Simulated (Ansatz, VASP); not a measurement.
**One calculation of In3GaP4, two programs**

```
Ga P In
1.0
     4.08903    0.00000    0.00000
     0.00000    8.19516    0.00000
     0.00000    0.00000    5.79884
Ga P In
1 4 3
Direct
  0.00000 0.00000 0.99702
  0.50000 0.00000 0.22023
  0.00000 0.23676 0.76102
  0.50000 0.50000 0.26025
  0.00000 0.76324 0.76102
  0.50000 0.24056 0.49967
  0.00000 0.50000 0.00113
  0.50000 0.75944 0.49967
```

Alike in both runs: task single point; functional PBE; k mesh 6 × 4 × 4; occupations fermi-dirac, width 0.02 eV; no spin polarisation.

```csv
,VASP,Ansatz
version,VASP 6.6.1,Ansatz 0.2.0
potentials or method,"VASP PAW PBE potentials, release 64 (Ga_d, P, In_d)","plane waves, PAW"
plane-wave cutoff (eV),520,420
valence electrons in the cell,72,72
```

Ansatz gave:

* gap on the k mesh at the Fermi level (eV): 0.74
* pressure (GPa): 1.8
* rms of the force components (eV/Å): 0.011

Estimate VASP's values.

gap on the k mesh at the Fermi level (eV): 0.73; pressure (GPa): 1.8; rms of the force components (eV/Å): 0.011.

With one functional, cell and mesh, what is left measures potentials, basis and numerics.
